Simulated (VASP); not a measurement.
# Al (P-1) in VASP: notebook, part 2 of 2

VASP 6.6.1. The steps go on from the part before.

## (3) Single point, PBE+D3(BJ)

INCAR

```
SYSTEM = Al
PREC = Accurate
ENCUT = 520
EDIFF = 1E-6
ISMEAR = 0
SIGMA = 0.15
LREAL = .FALSE.
LASPH = .TRUE.
NELM = 60
ALGO = Fast
ISIF = 2
LWAVE = .FALSE.
LCHARG = .TRUE.
GGA = PE
IVDW = 12
LELF = .TRUE.
LVHAR = .TRUE.
NBANDS = 18
```

KPOINTS

```
Automatic mesh
0
G
  18 18 3
  0 0 0
```

POSCAR

```
Al
1.0
   -2.8035700760      0.0000000000      0.0000000000
   -1.4017850380     -2.4279629071      0.0000000000
   -0.3115077862     -0.5395473127     14.0252688885
Al
6
Direct
    0.6666666667      0.6481444444      0.0833500000
    0.6666666667      0.5740703704      0.4166833333
    0.6666666667      0.4999962963      0.7500166667
    0.3333333333      0.1296259259      0.9166833333
    0.3333333333      0.2777740741      0.2500166667
    0.3333333333      0.2037000000      0.5833500000
```

Potentials or basis: VASP PAW PBE potentials, release 64 (Al).

On the command line:

```sh
cat potpaw_PBE.64/Al/POTCAR > POTCAR
mpirun -np 1 vasp_std > vasp.out
```

OUTCAR:

```text
SYSTEM = Al
   PREC = Accurate
   ENCUT = 520
   EDIFF = 1E-6
   ISMEAR = 0
   LREAL = .FALSE.
   LASPH = .TRUE.
   NELM = 60
   ISIF = 2
   GGA = PE
   IVDW = 12
 IVDW          = 12

 ion  position               nearest neighbor table
   1  0.667  0.648  0.083-   4 2.59   5 2.84   5 2.84   5 2.84   4 2.91   4 3.20
   2  0.667  0.574  0.417-   5 2.84   5 2.84   5 2.84   6 2.84   6 2.84   6 2.84
   3  0.667  0.500  0.750-   4 2.84   4 2.84   4 2.84   6 2.84   6 2.84   6 2.84
   4  0.333  0.130  0.917-   1 2.59   3 2.84   3 2.84   3 2.84   1 2.91   1 3.20
   5  0.333  0.278  0.250-   2 2.84   2 2.84   2 2.84   1 2.84   1 2.84   1 2.84
   6  0.333  0.204  0.583-   2 2.84   3 2.84   2 2.84   3 2.84   3 2.84   2 2.84

  LATTYP: Found a base centered monoclinic cell.
 ALAT       =     2.8035700760
 B/A-ratio  =     1.7320508076
 C/A-ratio  =     5.0075793207
 COS(beta)  =    -0.0443771747

  Lattice vectors:

 A1 = (   2.8035700760,   0.0000000000,   0.0000000000)
 A2 = (  -1.4017850380,   2.4279629071,   0.0000000000)
 A3 = (  -0.3115077862,  -0.5395473127,  14.0252688885)

Analysis of symmetry for initial positions (statically):
=====================================================================
 Subroutine PRICEL returns:
 Original cell was already a primitive cell.

 Routine SETGRP: Setting up the symmetry group for a
 base centered monoclinic supercell.

 Subroutine GETGRP returns: Found  2 space group operations
 (whereof  1 operations were pure point group operations)
 out of a pool of  4 trial point group operations.

The static configuration has the point symmetry C_1 .
 The point group associated with its full space group is S_2 .

Analysis of symmetry for dynamics (positions and initial velocities):
=====================================================================
 Subroutine PRICEL returns:
 Original cell was already a primitive cell.

 Routine SETGRP: Setting up the symmetry group for a
 base centered monoclinic supercell.

 Subroutine GETGRP returns: Found  2 space group operations
[... 137 lines left out ...]
   GGA     = PE    functional components
   LHFCALC =     F    Hartree Fock is set to
   AEXX    =    0.0000 exact exchange contribution
   IVDW    =    12    specifies the selected vdW correction
   LEPSILON=     F    determine dielectric tensor
   LRPA    =     F    only Hartree local field effects (RPA)
 non-spin polarized calculation
 RMM-DIIS sequential band-by-band and
 Gauss-broadening in eV      SIGMA  =   0.15
  energy-cutoff  :      520.00
  volume of cell :       95.47
 maximum number of plane-waves:      2598
 NGX is ok and might be reduce to    24
   NGX = 11   NGY = 11   NGZ = 53

 number of electron      18.0000000 magnetization

 Free energy of the ion-electron system (eV)
  ---------------------------------------------------
  ext. energy  EPLUGINS =         0.00000000
  ---------------------------------------------------
  free energy    TOTEN  =       -22.18208246 eV

  energy without entropy =      -22.15447849  energy(sigma->0) =      -22.16828048

 E-fermi :   8.3870     XC(G=0): -10.3286

 val. band max:        8.3869154915   @ k =   0.3333  -0.0556  -0.3333
 cond. band min:       8.3888302388   @ k =   0.1667   0.4444   0.0000
 fundamental gap:      0.0019147473
 Fermi energy:         8.3869790125

 k-point     1 :       0.0000    0.0000    0.0000
  band No.  band energies     occupation
      1      -3.0073      2.00000
      2      -2.2619      2.00000
      3      -2.2515      2.00000
      4      -0.0307      2.00000
      5      -0.0284      2.00000
      6       3.5291      2.00000
[... 481 lines left out ...]
      5       3.2111      2.00000
      6       6.3326      2.00000
[... 10 lines left out ...]
     17      13.9603      0.00000
     18      14.1795      0.00000

 [... further k-points ...]

------------------------ aborting loop because EDIFF is reached ----------------------------------------

 Edisp (eV)   -2.09554

 E8    (eV) :    -0.9375

  FORCE on cell =-STRESS in cart. coord.  units (eV):
  Direction    XX          YY          ZZ          XY          YZ          ZX
  --------------------------------------------------------------------------------------
  -------------------------------------------------------------------------------------
  Total       0.43613     0.37733     0.06970    -0.17982     0.56920    -0.28742
  in kB       7.31921     6.33236     1.16975    -3.01777     9.55236    -4.82343
  external pressure =        4.94 kB  Pullay stress =        0.00 kB

 VOLUME and BASIS-vectors are now :
 -----------------------------------------------------------------------------
  energy-cutoff  :      520.00
  volume of cell :       95.47
      direct lattice vectors                 reciprocal lattice vectors
    -2.803570076  0.000000000  0.000000000    -0.356688070  0.205933953  0.000000000
    -1.401785038 -2.427962907  0.000000000     0.000000000 -0.411867907 -0.015844418
    -0.311507786 -0.539547313 14.025268888     0.000000000  0.000000000  0.071299881

 POSITION                                       TOTAL-FORCE (eV/Angst)
 -----------------------------------------------------------------------------------
     -2.80357     -1.61864      1.16901        -0.079217      0.293676      0.332184
     -2.80357     -1.61864      5.84410         0.000147      0.008437      0.007925
     -2.80357     -1.61864     10.51919         0.018089      0.035411      0.014142
     -1.40179     -0.80932     12.85673         0.079217     -0.293676     -0.332184
     -1.40179     -0.80932      3.50655        -0.018089     -0.035411     -0.014142
     -1.40179     -0.80932      8.18164        -0.000147     -0.008437     -0.007925
 -----------------------------------------------------------------------------------
    total drift:                               -0.000001     -0.000000      0.000000

  FREE ENERGIE OF THE ION-ELECTRON SYSTEM (eV)
  ---------------------------------------------------
  free  energy   TOTEN  =       -24.2776270920 eV

  energy  without entropy=      -24.2500231304  energy(sigma->0) =      -24.26382511
```

stdout:

```text
POSCAR found type information on POSCAR Al
 POSCAR found :  1 types and       6 ions
 scaLAPACK will be used
 LDA part: xc-table for (Slater+PW92), standard interpolation
 POSCAR, INCAR and KPOINTS ok, starting setup
 FFT: planning ... GRIDC
 FFT: planning ... GRID_SOFT
 FFT: planning ... GRID
 WAVECAR not read
 entering main loop
WARNING in EDDRMM: call to ZHEGV failed, returncode =   6  3     18
```

Run time: 23 min. Hardware: 1 thread of AMD EPYC 7R13, shared host; peak memory 0.65 GiB.

What came out:

- Free energy: -24.2776 eV
- Pressure: 0.5 GPa
- Largest force: 0.450 eV/Å
- Band gap on the k mesh: zero (band 9 reaches 11.71 eV, above the bottom of band 10 at 6.13 eV)
- Dispersion energy per atom: -0.349 eV

Forces on the atoms (eV/Å):
```
Al  -0.079  0.294  0.332
Al   0.000  0.008  0.008
Al   0.018  0.035  0.014
Al   0.079 -0.294 -0.332
Al  -0.018 -0.035 -0.014
Al   0.000 -0.008 -0.008
```

Stress tensor (GPa, compression positive):
```
 0.73 -0.30 -0.48
-0.30  0.63  0.96
-0.48  0.96  0.12
```

Levels at points of the mesh, in eV from the Fermi level:
| k point | band 6 | band 7 | band 8 | band 9 | band 10 | band 11 | band 12 | band 13 |
| --- | --- | --- | --- | --- | --- | --- | --- | --- |
| (0.00, 0.00, 0.00) | -4.86 | -4.70 | 0.17 | 0.19 | 6.25 | 6.31 | 11.23 | 11.28 |
| (0.50, 0.00, 0.00) | -4.53 | -2.34 | -2.33 | -2.27 | -2.26 | 0.56 | 1.00 | 1.43 |
| (0.00, 0.50, 0.00) | -4.39 | -2.74 | -2.51 | -2.13 | -1.79 | 0.39 | 0.96 | 1.47 |
| (0.50, 0.50, 0.00) | -4.34 | -2.85 | -2.46 | -2.05 | -1.92 | 0.24 | 1.18 | 1.26 |

Caveat: pairwise dispersion overbinds metals, which lowers pressure and volume.
